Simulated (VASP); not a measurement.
# Be (P6_3/mmc) in VASP: notebook

The runs below take Be through single point, relaxation of cell and atoms, with PBE, HSE06, PBE0.

Everything below comes from runs of VASP 6.6.1. Logs are shortened: lines on timing, memory, paths and dates and some standing lists are left out, and cuts for length are marked.

### Step 1. The cell of the first run

The structure is hexagonal, space group P6_3/mmc (No. 194). The conventional cell has a = 2.262 Å, b = 2.262 Å, c = 3.566 Å, α = 90.00°, β = 90.00°, γ = 120.00°. Within 2.9 Å of Be (site symmetry -6m2) lie 12 Be at 2.21 to 2.26 Å.

### Step 2. Single point, PBE

File INCAR:

```
SYSTEM = Be
  PREC = Accurate
  ENCUT = 520
  EDIFF = 1E-6
  ISMEAR = -1
  SIGMA = 0.05
  LREAL = .FALSE.
  LASPH = .TRUE.
  NELM = 100
  ALGO = Normal
  ISIF = 2
  LWAVE = .FALSE.
  LCHARG = .FALSE.
  GGA = PE
  NBANDS = 9
```

File KPOINTS:

```
regular mesh
0
G
  19 19 11
  0 0 0
```

File POSCAR:

```
Be
1.0
    2.2621885511      0.0000000000      0.0000000000
   -1.1310942755      1.9591127534      0.0000000000
    0.0000000000      0.0000000000      3.5664867990
Be
2
Direct
    0.3333333333      0.6666666667      0.2500000000
    0.6666666667      0.3333333333      0.7500000000
```

Potentials or basis: VASP PAW PBE potentials, release 64 (Be).

On the command line:

```sh
cat potpaw_PBE.64/Be/POTCAR > POTCAR
mpirun -np 1 vasp_std > vasp.out
```

OUTCAR:

```text
SYSTEM = Be
   PREC = Accurate
   ENCUT = 520
   EDIFF = 1E-6
   ISMEAR = -1
   LREAL = .FALSE.
   LASPH = .TRUE.
   NELM = 100
   ISIF = 2
   GGA = PE

 ion  position               nearest neighbor table
   1  0.333  0.667  0.250-   2 2.21   2 2.21   2 2.21   2 2.21   2 2.21   2 2.21
   2  0.667  0.333  0.750-   1 2.21   1 2.21   1 2.21   1 2.21   1 2.21   1 2.21

  LATTYP: Found a hexagonal cell.
 ALAT       =     2.2621885511
 C/A-ratio  =     1.5765647816

  Lattice vectors:

 A1 = (   2.2621885511,   0.0000000000,   0.0000000000)
 A2 = (  -1.1310942755,   1.9591127534,   0.0000000000)
 A3 = (   0.0000000000,   0.0000000000,   3.5664867990)

Analysis of symmetry for initial positions (statically):
=====================================================================
 Subroutine PRICEL returns:
 Original cell was already a primitive cell.

 Routine SETGRP: Setting up the symmetry group for a
 hexagonal supercell.

 Subroutine GETGRP returns: Found 24 space group operations
 (whereof 12 operations were pure point group operations)
 out of a pool of 24 trial point group operations.

The static configuration has the point symmetry D_3d.
 The point group associated with its full space group is D_6h.

Analysis of symmetry for dynamics (positions and initial velocities):
=====================================================================
 Subroutine PRICEL returns:
 Original cell was already a primitive cell.

 Routine SETGRP: Setting up the symmetry group for a
 hexagonal supercell.

 Subroutine GETGRP returns: Found 24 space group operations
 (whereof 12 operations were pure point group operations)
 out of a pool of 24 trial point group operations.

The dynamic configuration has the point symmetry D_3d.
 The point group associated with its full space group is D_6h.

 Subroutine INISYM returns: Found 24 space group operations
 (whereof 12 operations are pure point group operations),
 and found     1 'primitive' translations

----------------------------------------------------------------------------------------

                                     Primitive cell

  volume of cell :      15.8063

  direct lattice vectors                    reciprocal lattice vectors
     2.262188551  0.000000000  0.000000000     0.442049802  0.255217572  0.000000000
    -1.131094275  1.959112753  0.000000000     0.000000000  0.510435144  0.000000000
     0.000000000  0.000000000  3.566486799     0.000000000  0.000000000  0.280387972

  length of vectors
     2.262188551  2.262188551  3.566486799     0.510435144  0.510435144  0.280387972

  position of ions in fractional coordinates (direct lattice)
     0.333333333  0.666666667  0.250000000
     0.666666667  0.333333333  0.750000000

  ion indices of the primitive-cell ions
   primitive index   ion index
                 1           1
                 2           2

----------------------------------------------------------------------------------------

 KPOINTS: regular mesh

Automatic generation of k-mesh.
 Grid dimensions read from file:
 generate k-points for:   19   19   11

 Generating k-lattice:

  Cartesian coordinates                     Fractional coordinates (reciprocal lattice)
     0.023265779  0.013432504  0.000000000     0.052631579  0.000000000  0.000000000
     0.000000000  0.026865008  0.000000000     0.000000000  0.052631579  0.000000000
     0.000000000  0.000000000  0.025489816     0.000000000  0.000000000  0.090909091

  Length of vectors
     0.026865008  0.026865008  0.025489816

  Shift w.r.t. Gamma in fractional coordinates (k-lattice)
     0.000000000  0.000000000  0.000000000

 Subroutine IBZKPT returns following result:
 ===========================================

 Found    240 irreducible k-points:

 Following reciprocal coordinates:
            Coordinates               Weight
  0.000000  0.000000  0.000000      1.000000
  0.052632  0.000000  0.000000      6.000000
  0.105263  0.000000  0.000000      6.000000
  0.157895 -0.000000  0.000000      6.000000
  0.210526 -0.000000  0.000000      6.000000
  0.263158  0.000000  0.000000      6.000000
[... 16 lines left out ...]
  0.263158  0.105263  0.000000     12.000000
  0.315789  0.105263  0.000000     12.000000
 [... further k-points ...]
   k-points           NKPTS =    240   k-points in BZ     NKDIM =    240   number of bands    NBANDS=      9
   number of dos      NEDOS =    301   number of ions     NIONS =      2
   total plane-waves  NPLWV =   9072
   dimension x,y,z NGX =    18 NGY =   18 NGZ =   28
   dimension x,y,z NGXF=    36 NGYF=   36 NGZF=   56
   ions per type =               2
   NGX,Y,Z   is equivalent  to a cutoff of  13.23, 13.23, 13.05 a.u.
   NGXF,Y,Z  is equivalent  to a cutoff of  26.46, 26.46, 26.10 a.u.
 SYSTEM =  Be
   PREC   = accura    normal or accurate (medium, high low for compatibility)
   ISTART =      0    job   : 0-new  1-cont  2-samecut
   ICHARG =      2    charge: 1-file 2-atom 10-const
   ISPIN  =      1    spin polarized calculation?
   LNONCOLLINEAR =      F non collinear calculations
   LSORBIT =      F    spin-orbit coupling
   LASPH  =      T    aspherical Exc in radial PAW
   ENCUT  =  520.0 eV  38.22 Ry    6.18 a.u.   4.21  4.21  6.63*2*pi/ulx,y,z
   NELM   =    100;   NELMIN=  2; NELMDL= -5     # of ELM steps
   EDIFF  = 0.1E-05   stopping-criterion for ELM
   LREAL  =      F    real-space projection
   EDIFFG = 0.1E-04   stopping-criterion for IOM
   NSW    =      0    number of steps for IOM
   IBRION =     -1    ionic relax: 0-MD 1-quasi-New 2-CG
   NFREE  =      0    steps in history (QN), initial steepest desc. (CG)
   ISIF   =      2    stress and relaxation
   ISYM   =      2    0-nonsym 1-usesym 2-fastsym
   POTIM  = 0.5000    time-step for ionic-motion
   TEBEG  =    0.0;   TEEND  =   0.0 temperature during run
   PSTRESS=    0.0 pullay stress
   NELECT =       4.0000    total number of electrons
   NUPDOWN=      -1.0000    fix difference up-down
   EMIN   =  10.00;   EMAX   =-10.00  energy-range for DOS
   EFERMI =   0.00;   METHOD = LEGACY
   ISMEAR =    -1;   SIGMA  =   0.05  broadening in eV -4-tet -1-fermi 0-gaus
   EFERMI_NEDOS =   21; number of points for ismear=-14 and -15
   IALGO  =     38    algorithm
   IMIX   =      4    mixing-type and parameters
     AMIX     =   0.40;   BMIX     =  1.00
     AMIX_MAG =   1.60;   BMIX_MAG =  1.00
  volume/ion in A,a.u.               =       7.90        53.33
  Fermi-wavevector in a.u.,A,eV,Ry     =   1.035504  1.956819 14.589106  1.072269
  Thomas-Fermi vector in A             =   2.169851
   LORBIT       =      0    0 simple, 1 ext, 2 COOP (PROOUT), +10 PAW based schemes
   GGA     = PE    functional components
   LHFCALC =     F    Hartree Fock is set to
   AEXX    =    0.0000 exact exchange contribution
   IVDW    =     0    specifies the selected vdW correction
   LEPSILON=     F    determine dielectric tensor
   LRPA    =     F    only Hartree local field effects (RPA)
 non-spin polarized calculation
  energy-cutoff  :      520.00
  volume of cell :       15.81
 maximum number of plane-waves:       440
 NGX is ok and might be reduce to    18
   NGX =  9   NGY =  9   NGZ = 13

 number of electron       4.0000000 magnetization

 Free energy of the ion-electron system (eV)
  ---------------------------------------------------
  ext. energy  EPLUGINS =         0.00000000
  ---------------------------------------------------
  free energy    TOTEN  =        -7.53856448 eV

  energy without entropy =       -7.53790911  energy(sigma->0) =       -7.53823680

 E-fermi :   7.1112     XC(G=0): -10.6069

 val. band max:        7.0370744717   @ k =   0.3158   0.1053   0.0000
 cond. band min:       7.2391481292   @ k =   0.2632   0.2632   0.0909
 fundamental gap:      0.2020736575
 Fermi energy:         7.1111692131

 k-point     1 :       0.0000    0.0000    0.0000
  band No.  band energies     occupation
      1      -4.3254      2.00000
      2       2.5744      2.00000
      3       8.1203      0.00000
      4      23.0542      0.00000
      5      23.0542      0.00000
      6      25.8954      0.00000
      7      25.8954      0.00000
      8      27.9319      0.00000
      9      34.1582      0.00000

 k-point     2 :       0.0526    0.0000    0.0000
  band No.  band energies     occupation
      1      -4.2456      2.00000
      2       2.6789      2.00000
      3       8.1443      0.00000
      4      22.3844      0.00000
      5      22.5449      0.00000
      6      25.9023      0.00000
      7      26.1691      0.00000
      8      27.7865      0.00000
      9      32.8003      0.00000

 k-point     3 :       0.1053    0.0000    0.0000
  band No.  band energies     occupation
      1      -4.0063      2.00000
      2       2.9922      2.00000
      3       8.2118      0.00000
      4      20.7272      0.00000
      5      21.5013      0.00000
      6      25.8557      0.00000
      7      26.4670      0.00000
      8      27.2816      0.00000
      9      30.7842      0.00000

 k-point     4 :       0.1579   -0.0000    0.0000
  band No.  band energies     occupation
      1      -3.6071      2.00000
      2       3.5133      2.00000
      3       8.3039      0.00000
      4      18.6497      0.00000
      5      20.3741      0.00000
      6      25.6120      0.00000
      7      26.2381      0.00000
      8      26.3773      0.00000
      9      28.7351      0.00000
[... 205 lines left out ...]
 k-point    22 :       0.2105    0.1053    0.0000
  band No.  band energies     occupation
      1      -2.0869      2.00000
      2       5.4798      2.00000
      3       8.4063      0.00000
      4      14.3240      0.00000
      5      16.9158      0.00000
      6      22.3077      0.00000
      7      23.3869      0.00000
      8      24.6699      0.00000
      9      28.7143      0.00000

 k-point    23 :       0.2632    0.1053    0.0000
  band No.  band energies     occupation
      1      -1.2095      2.00000
      2       6.6037      1.99992
      3       8.0121      0.00000
      4      12.9870      0.00000
      5      16.0724      0.00000
      6      20.1145      0.00000
      7      21.9860      0.00000
      8      24.1816      0.00000
      9      27.5617      0.00000

 k-point    24 :       0.3158    0.1053    0.0000
  band No.  band energies     occupation
      1      -0.1833      2.00000
      2       7.0371      1.62972
      3       7.9080      0.00000
      4      12.4701      0.00000
      5      15.3016      0.00000
      6      17.8767      0.00000
      7      20.7559      0.00000
      8      23.7884      0.00000
      9      26.7892      0.00000

 [... further k-points ...]
[... 5 lines left out ...]
  --------------------------------------------------------------------------------------
  -------------------------------------------------------------------------------------
  Total        0.0169592      0.0169592      0.0211845      0.0000000     -0.0000000      0.0000000
  in kB        1.7190401      1.7190401      2.1473356      0.0000000     -0.0000000      0.0000000
  external PRESSURE =       1.8618053 kB  Pullay stress =       0.0000000 kB

 VOLUME and BASIS-vectors are now :
 -----------------------------------------------------------------------------
  energy-cutoff  :      520.00
  volume of cell :       15.81
      direct lattice vectors                 reciprocal lattice vectors
     2.262188551  0.000000000  0.000000000     0.442049802  0.255217572  0.000000000
    -1.131094275  1.959112753  0.000000000     0.000000000  0.510435144  0.000000000
     0.000000000  0.000000000  3.566486799     0.000000000  0.000000000  0.280387972

 POSITION                                       TOTAL-FORCE (eV/Angst)
 -----------------------------------------------------------------------------------
     -0.00000      1.30608      0.89162         0.000000     -0.000000      0.000000
      1.13109      0.65304      2.67487        -0.000000      0.000000      0.000000
 -----------------------------------------------------------------------------------
    total drift:                                0.000000     -0.000000      0.000000

  FREE ENERGIE OF THE ION-ELECTRON SYSTEM (eV)
  ---------------------------------------------------
  free  energy   TOTEN  =        -7.5385644802 eV

  energy  without entropy=       -7.5379091120  energy(sigma->0) =       -7.53823680
```

Wall time 13 s (1 thread of Intel Xeon Platinum 8488C (Sapphire Rapids), shared host); peak memory 0.14 GiB.

Results:

- Free energy: -7.5386 eV
- Pressure: 0.2 GPa
- Band gap on the k mesh: zero (bands 2 and 3 overlap by 1.49 eV)

Levels at points of the mesh, in eV from the Fermi level:
| k point | band 1 | band 2 | band 3 | band 4 | band 5 | band 6 |
| --- | --- | --- | --- | --- | --- | --- |
| (0.00, 0.00, 0.00) | -11.44 | -4.54 | 1.01 | 15.94 | 15.94 | 18.78 |

(Continued in part 2 of 2.)

The gap in the log of VASP goes by the Fermi energy; the results here count the filled bands.